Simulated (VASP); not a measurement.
# Ir (Fm-3m) in VASP: settings compared, part 2 of 2

VASP 6.6.1. The steps go on from the part before.

## 3. Single point, RPBE

This run uses another cell than the first one, of 14.65 Å³/atom, 1.042 times its volume.

The input, INCAR:

```
  ALGO = Normal
  EDIFF = 1E-7
  ENCUT = 520
  GGA = RP
  ISIF = 2
  ISMEAR = -1
  LASPH = T
  LCHARG = F
  LREAL = F
  LWAVE = F
  NBANDS = 10
  NELM = 100
  PREC = Accurate
  SIGMA = 0.05
```

The input, KPOINTS:

```
k-points
0
Gamma
  12 12 12
```

The input, POSCAR:

```
Ir
1.0
    0.0000000000      1.9422776545      1.9422776545
    1.9422776545      0.0000000000      1.9422776545
    1.9422776545      1.9422776545      0.0000000000
Ir
1
Direct
    0.0000000000      0.0000000000      0.0000000000
```

Potentials or basis: VASP PAW PBE potentials, release 64 (Ir).

Started as:

```sh
$ cat potpaw_PBE.64/Ir/POTCAR > POTCAR
$ mpirun -np 1 vasp_std > vasp.out
```

OUTCAR:

```text
EDIFF = 1E-7
   ENCUT = 520
   GGA = RP
   ISIF = 2
   ISMEAR = -1
   LASPH = T
   LREAL = F
   NELM = 100
   PREC = Accurate

 ion  position               nearest neighbor table
   1  0.000  0.000  0.000-

  LATTYP: Found a face centered cubic cell.
 ALAT       =     3.8845553090

  Lattice vectors:

 A1 = (   0.0000000000,   1.9422776545,   1.9422776545)
 A2 = (   1.9422776545,   0.0000000000,   1.9422776545)
 A3 = (   1.9422776545,   1.9422776545,   0.0000000000)

Analysis of symmetry for initial positions (statically):
[... 5 lines left out ...]
 face centered cubic supercell.
[... 474 lines left out ...]
      3       6.8858      2.00000
      4       7.0486      2.00000
      5      10.2940      0.00071
      6      13.5190      0.00000
      7      16.8360      0.00000
      8      25.0044      0.00000
      9      27.1507      0.00000
     10      29.0673      0.00000

 [... further k-points ...]
[... 5 lines left out ...]
  --------------------------------------------------------------------------------------
  -------------------------------------------------------------------------------------
  Total        0.0378861      0.0378861      0.0378861      0.0000000     -0.0000000      0.0000000
  in kB        4.1421568      4.1421568      4.1421568      0.0000000     -0.0000000      0.0000000
  external PRESSURE =       4.1421568 kB  Pullay stress =       0.0000000 kB

 VOLUME and BASIS-vectors are now :
 -----------------------------------------------------------------------------
  energy-cutoff  :      520.00
  volume of cell :       14.65
      direct lattice vectors                 reciprocal lattice vectors
     0.000000000  1.942277655  1.942277655    -0.257429724  0.257429724  0.257429724
     1.942277655  0.000000000  1.942277655     0.257429724 -0.257429724  0.257429724
     1.942277655  1.942277655  0.000000000     0.257429724  0.257429724 -0.257429724

 POSITION                                       TOTAL-FORCE (eV/Angst)
 -----------------------------------------------------------------------------------
      0.00000      0.00000      0.00000         0.000000     -0.000000     -0.000000
 -----------------------------------------------------------------------------------
    total drift:                               -0.000000     -0.000000     -0.000000

  FREE ENERGIE OF THE ION-ELECTRON SYSTEM (eV)
  ---------------------------------------------------
  free  energy   TOTEN  =        -8.2094622838 eV

  energy  without entropy=       -8.2043751298  energy(sigma->0) =       -8.20691871
```

OSZICAR:

```text
N       E                     dE             d eps       ncg     rms          rms(c)
DAV:   1     0.479883332233E+02    0.47988E+02   -0.44156E+03  1456   0.813E+02
DAV:   2    -0.784142315107E+01   -0.55830E+02   -0.53131E+02  1474   0.195E+02
DAV:   3    -0.873421801083E+01   -0.89279E+00   -0.89139E+00  1694   0.300E+01
DAV:   4    -0.874275748256E+01   -0.85395E-02   -0.85379E-02  1590   0.272E+00
DAV:   5    -0.874293850637E+01   -0.18102E-03   -0.18102E-03  1678   0.389E-01    0.135E+01
DAV:   6    -0.829430100005E+01    0.44864E+00   -0.81525E-01  1618   0.111E+01    0.554E+00
DAV:   7    -0.821495801062E+01    0.79343E-01   -0.26406E-01  1686   0.582E+00    0.150E+00
DAV:   8    -0.821308727264E+01    0.18707E-02   -0.20965E-03  1550   0.473E-01    0.121E+00
DAV:   9    -0.820945404085E+01    0.36332E-02   -0.26612E-03  1632   0.709E-01    0.193E-02
DAV:  10    -0.820946094594E+01   -0.69051E-05   -0.17419E-05  1994   0.418E-02    0.311E-02
DAV:  11    -0.820946230553E+01   -0.13596E-05   -0.19166E-06  1568   0.175E-02    0.187E-03
DAV:  12    -0.820946228384E+01    0.21685E-07   -0.18624E-08   962   0.137E-03
   1 F= -.82094623E+01 E0= -.82069187E+01  d E =-.508715E-02
```

stdout:

```text
POSCAR found type information on POSCAR Ir
 POSCAR found :  1 types and       1 ions
 scaLAPACK will be used
 -----------------------------------------------------------------------------
|                                                                             |
|                                                                             |
|     You enforced a specific xc type in the INCAR file but a different       |
|     I HOPE YOU KNOW WHAT YOU ARE DOING!                                     |
|                                                                             |
 -----------------------------------------------------------------------------

 LDA part: xc-table for (Slater+PW92), standard interpolation
 POSCAR, INCAR and KPOINTS ok, starting setup
 FFT: planning ... GRIDC
 FFT: planning ... GRID_SOFT
 FFT: planning ... GRID
 WAVECAR not read
 entering main loop
```

Run time: 10 s. Hardware: 1 thread of AMD EPYC 9R45 (Zen 5), shared host; peak memory 0.1 GiB.

What came out:

```
Free energy : -8.2095 eV
Pressure    : 0.4 GPa
```

Caveat: the PAW data sets were made with another functional, which shifts forces and pressure a little; spin-orbit coupling is left out, which moves the levels of the heavy elements.

## 4. Relaxation of cell and atoms, PBEsol+D3(BJ)

The input, INCAR:

```
SYSTEM = Ir
PREC     = Accurate       ! precision mode
ENCUT    = 600            ! plane-wave cutoff, eV
EDIFF    = 1E-7           ! SCF threshold, eV
ISMEAR   = -1             ! smearing method
SIGMA    = 0.05           ! smearing width, eV
LREAL    = .False.        ! projectors in reciprocal space
LASPH    = .True.         ! aspherical terms in the spheres
NELM     = 100            ! most SCF steps
ALGO     = Normal         ! electronic algorithm
ISIF     = 3              ! what is computed and relaxed
LWAVE    = .False.        ! write WAVECAR
LCHARG   = .False.        ! write CHGCAR
GGA      = PS             ! functional
IVDW     = 12             ! dispersion correction
IBRION   = 2              ! ionic algorithm
NSW      = 80             ! ionic steps
EDIFFG   = -0.005         ! ionic threshold
```

The input, KPOINTS:

```
regular mesh
0
Gamma
  12 12 12
  0 0 0
```

The input, POSCAR:

```
Ir
1.0
    0.0000000000      1.9156000000      1.9156000000
    1.9156000000      0.0000000000      1.9156000000
    1.9156000000      1.9156000000      0.0000000000
Ir
1
Direct
    0.0000000000      0.0000000000      0.0000000000
```

Started as:

```sh
$ cat potpaw_PBE.64/Ir/POTCAR > POTCAR
$ mpirun -np 1 vasp_std > vasp.out
```

Run time: 33 s. Hardware: 1 thread of AMD EPYC 9R45 (Zen 5), shared host; peak memory 0.14 GiB.

The run converged. Its results:

- Free energy: -10.5671 eV
- Relaxed volume: 13.78 Å³/atom
- Relaxed cell: a = 2.691 Å, b = 2.691 Å, c = 2.691 Å, α = 60.00°, β = 60.00°, γ = 60.00°
- Space group after relaxing (to 0.05 Å): Fm-3m (No. 225)
- Energy gained by relaxing: 7.0 meV/atom
- Ionic steps: 4
- Pressure after relaxing: 0.0 GPa
- Dispersion energy per atom: -0.734 eV

The path:
```
step  energy change (eV)  largest force (eV/Å)  pressure (GPa)  volume (Å³)
   1              0.0000                0.0000           -7.89        14.06
   2              0.1236                0.0000           41.93        12.70
   3             -0.0070                0.0000           -0.30        13.79
   4             -0.0070                0.0000           -0.03        13.78
```

Final structure:
```yaml
crystal:
  lattice:
    - [0.00000, 1.90298, 1.90298]
    - [1.90298, 0.00000, 1.90298]
    - [1.90298, 1.90298, 0.00000]
  atoms:
    - { symbol: Ir, position: [0.00000, 0.00000, 0.00000] }
```

Levels at points of the mesh, in eV from the Fermi level:
```tsv
k point	band 1	band 2	band 3	band 4	band 5	band 6	band 7	band 8
(0.00, 0.00, 0.00)	-11.51	-4.10	-4.10	-4.10	-1.28	-1.28	14.23	19.96
(0.50, 0.00, 0.00)	-8.46	-4.21	-4.21	-0.93	0.91	0.91	7.46	13.76
(0.50, 0.50, 0.00)	-8.29	-7.70	0.89	1.51	1.51	1.61	10.79	11.75
```

Caveat: the PAW data sets were made with another functional, which shifts forces and pressure a little; spin-orbit coupling is left out, which moves the levels of the heavy elements; pairwise dispersion overbinds metals, which lowers pressure and volume.

## 5. Single point, PBEsol+D3(BJ)

This run uses another cell than the first one, of 13.74 Å³/atom, 0.977 times its volume.

The input, INCAR:

```
SYSTEM = Ir
ALGO = Normal
EDIFF = 1E-6
ENCUT = 520
GGA = PS
ISIF = 2
ISMEAR = -1
IVDW = 12
LASPH = .True.
LCHARG = .False.
LREAL = .False.
LWAVE = .False.
NBANDS = 10
NELM = 100
PREC = Accurate
SIGMA = 0.05
```

The input, KPOINTS:

```
k-points
0
Gamma
  12 12 12
  0 0 0
```

The input, POSCAR:

```
Ir
1.0
    0.0000000000      1.9010171855      1.9010171855
    1.9010171855      0.0000000000      1.9010171855
    1.9010171855      1.9010171855      0.0000000000
Ir
1
Direct
    0.0000000000      0.0000000000      0.0000000000
```

Started as:

```sh
$ cat potpaw_PBE.64/Ir/POTCAR > POTCAR
$ mpirun -np 1 vasp_std > vasp.out
```

Wall time 17 s (1 thread of AMD EPYC 7R13, shared host); peak memory 0.11 GiB.

The run converged. Its results:

| Item | Value |
| --- | --- |
| Free energy | -10.5669 eV |
| Pressure | 1.2 GPa |
| Dispersion energy per atom | -0.736 eV |

Levels at points of the mesh, in eV from the Fermi level:
```
           k point  band 2  band 3  band 4  band 5  band 6  band 7
(0.00, 0.00, 0.00)   -4.12   -4.12   -4.12   -1.28   -1.28   14.22
(0.50, 0.00, 0.00)   -4.23   -4.23   -0.93    0.91    0.91    7.49
(0.50, 0.50, 0.00)   -7.74    0.89    1.52    1.52    1.61   10.83
```

Caveat: the PAW data sets were made with another functional, which shifts forces and pressure a little; spin-orbit coupling is left out, which moves the levels of the heavy elements; pairwise dispersion overbinds metals, which lowers pressure and volume.

## 6. Summary

```tsv
task	level	cell	cutoff (eV)	smearing	gap on the mesh (eV)	pressure (GPa)
single point	PBE	a = 2.709 Å, angles 60.0°, 1 atom	520	gaussian 0.02 eV	none	11.8
single point	RPBE	a = 2.747 Å, angles 60.0°, 1 atom	520	fermi-dirac 0.05 eV	none	0.4
relaxation of cell and atoms	PBEsol+D3(BJ)	relaxed from a = 2.709 Å, angles 60.0°, 1 atom	600	fermi-dirac 0.05 eV	none	0.0
single point	PBEsol+D3(BJ)	a = 2.688 Å, angles 60.0°, 1 atom	520	fermi-dirac 0.05 eV	none	1.2
```

Alike in all rows: potentials or basis VASP PAW PBE potentials, release 64 (Ir); no spin polarisation; k mesh 12 × 12 × 12.

Caveats: spin-orbit coupling is left out, which moves the levels of the heavy elements; the PAW data sets were made with another functional, which shifts forces and pressure a little (some runs); pairwise dispersion overbinds metals, which lowers pressure and volume (some runs).

Total energies depend on the potentials used, so only differences within one code and one set of settings carry meaning.
